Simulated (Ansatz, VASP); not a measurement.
# SbP: VASP beside Ansatz

```
CELL_PARAMETERS angstrom
3.67503 0.00000 0.00000
-1.83751 3.18267 0.00000
0.00000 0.00000 16.00000
ATOMIC_POSITIONS crystal
Sb 0.66667 0.33333 0.54745
P 0.33333 0.66667 0.45255
```

Alike in both runs: task single point; functional PBE; k mesh 6 × 6 × 1; occupations gaussian, width 0.1 eV; no spin polarisation.

```csv
,VASP,Ansatz
version,VASP 6.6.1,Ansatz 0.2.0
potentials or method,"VASP PAW PBE potentials, release 64 (Sb, P), cutoff 520 eV","scalar-relativistic, plane waves, PAW"
valence electrons in the cell,10,20
```

VASP gave:

* gap on the k mesh at the Fermi level (eV): 1.32
* least direct gap on the mesh (eV): 2.30
* rms of the force components (eV/Å): 0.433

**Question.** Estimate Ansatz's values.

**Answer.** gap on the k mesh at the Fermi level (eV): 1.31; least direct gap on the mesh (eV): 2.30; rms of the force components (eV/Å): 0.451.

Atom by atom the forces differ by 0.018 eV/Å (rms over components). VASP's potentials hold 10 valence electrons a cell and Ansatz's 20, so a difference there can come from the potentials and not from the codes. Ansatz's warnings: slab cell height set, structure snapped to symmetry.

Spin-orbit coupling is off throughout.
